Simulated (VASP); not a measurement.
Runs of VASP 6.6.1 on Cu. The structure is that of space group P6_3/mmc (No. 194), or close to it. The cells are those of the table. 

```csv
cell,gap on the mesh (eV),pressure (GPa)
"a = 2.547, b = 2.547, c = 4.170 Å, angles 90.0, 90.0, 120.0°, 2 atoms",none,12.4
"a = 2.618, b = 2.618, c = 4.287 Å, angles 90.0, 90.0, 120.0°, 2 atoms",none,0.6
"a = 2.583, b = 2.583, c = 4.229 Å, angles 90.0, 90.0, 120.0°, 2 atoms",none,(a)
"a = 2.653, b = 2.653, c = 4.344 Å, angles 90.0, 90.0, 120.0°, 2 atoms",none,(b)
"a = 2.509, b = 2.509, c = 4.108 Å, angles 90.0, 90.0, 120.0°, 2 atoms",none,20.7
```

Alike in all rows: task single point; level BLYP; potentials or basis VASP PAW PBE potentials, release 64 (Cu); no spin polarisation; k mesh 15 × 15 × 8; cutoff (eV) 520; smearing fermi-dirac 0.1 eV.

Problem. Estimate the missing entries.

Solution. (a) 5.8; (b) -3.6.

Caveats: the PAW data sets were made with another functional, which shifts forces and pressure a little.

A gap of «none» marks levels without a gap at the run's occupations.
